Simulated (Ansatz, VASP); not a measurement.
## Al in VASP and in Ansatz

```
Al
1.0
     2.73928    0.00000    0.00000
    -1.36964    2.37228    0.00000
     0.00000    0.00000    9.24105
Al
4
Cartesian
  -0.5908 0.0000 0.0000
  0.0000 1.5815 2.3103
  0.5908 0.0000 4.6205
  1.3696 0.7908 6.9308
```

Change from the starting cell: mode 4 frozen in at -0.607 Å, equal normal strain along x and y -0.0267.

Alike in both runs: task single point; functional PBE; dispersion D3(BJ); k mesh 18 × 18 × 4; occupations gaussian, width 0.15 eV; no spin polarisation.

|  | VASP | Ansatz |
| --- | --- | --- |
| version | VASP 6.6.1 | Ansatz 0.2.0 |
| potentials or method | VASP PAW PBE potentials, release 64 (Al), cutoff 520 eV | scalar-relativistic, plane waves, PAW |
| valence electrons in the cell | 12 | 12 |

```csv
,VASP,Ansatz,Ansatz less VASP
gap on the k mesh at the Fermi level (eV),none,none,-
pressure (GPa),8.4,8.4,-0.01
"traceless stress, the component that is largest in VASP (GPa)",2.64,2.64,+0.002
rms of the force components (eV/Å),0.299,0.299,+0.0002
```

Atom by atom the forces differ by 0.000 eV/Å (rms over components). A gap of «none» marks a metal or a gap that the smearing closes.
